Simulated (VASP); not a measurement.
Input of a VASP 6.6.1 run:

POSCAR

```
GaN
1.0
    0.0000000000      2.1085152350      2.1085152350
    2.1085152350      0.0000000000      2.1085152350
    2.1085152350      2.1085152350      0.0000000000
Ga N
1 1
Direct
    0.0000000000      0.0000000000      0.0000000000
    0.5000000000      0.5000000000      0.5000000000
```

Contents of INCAR.step1:

```
PREC     = Accurate       # precision mode
ENCUT    = 520            # plane-wave cutoff, eV
EDIFF    = 1E-5           # SCF threshold, eV
ISMEAR   = 0              # smearing method
SIGMA    = 0.01           # smearing width, eV
LREAL    = F              # projectors in reciprocal space
LASPH    = T              # aspherical terms in the spheres
NELM     = 60             # most SCF steps
ALGO     = Normal         # electronic algorithm
ISIF     = 2              # what is computed and relaxed
LWAVE    = T              # write WAVECAR
LCHARG   = F              # write CHGCAR
NBANDS   = 16             # bands
GGA      = PE             # functional
```

INCAR.step2

```
PREC     = Accurate       # precision mode
ENCUT    = 520            # plane-wave cutoff, eV
EDIFF    = 1E-7           # SCF threshold, eV
ISMEAR   = 0              # smearing method
SIGMA    = 0.01           # smearing width, eV
LREAL    = F              # projectors in reciprocal space
LASPH    = T              # aspherical terms in the spheres
NELM     = 60             # most SCF steps
ALGO     = Normal         # electronic algorithm
ISIF     = 2              # what is computed and relaxed
LWAVE    = F              # write WAVECAR
LCHARG   = F              # write CHGCAR
GGA      = PE             # functional
LHFCALC  = T              # exact exchange
HFSCREEN = 0.2079         # screening, 1/A
PRECFOCK = Normal       
NBANDS   = 16             # bands
ISTART   = 1
```

Contents of KPOINTS:

```
Automatic mesh
0
Gamma
  6 6 6
```

Potentials or basis: VASP PAW PBE potentials, release 64 (Ga_d, N).

Run with:

```sh
$ cat potpaw_PBE.64/Ga_d/POTCAR potpaw_PBE.64/N/POTCAR > POTCAR
$ cp INCAR.step1 INCAR
$ mpirun -np 1 vasp_std > vasp.out
$ cp INCAR.step2 INCAR
$ mpirun -np 1 vasp_std > vasp.out
```

Q: What does it give for the band gap on the k mesh?

A: 1.89 eV (least direct gap 4.16 eV).

Q: What does it give for the pressure?

A: -0.5 GPa.

Caveat: the k points lie up to 0.43 Å⁻¹ apart; the PAW data sets were made with another functional, which shifts forces and pressure a little. A k mesh can miss the band edges.
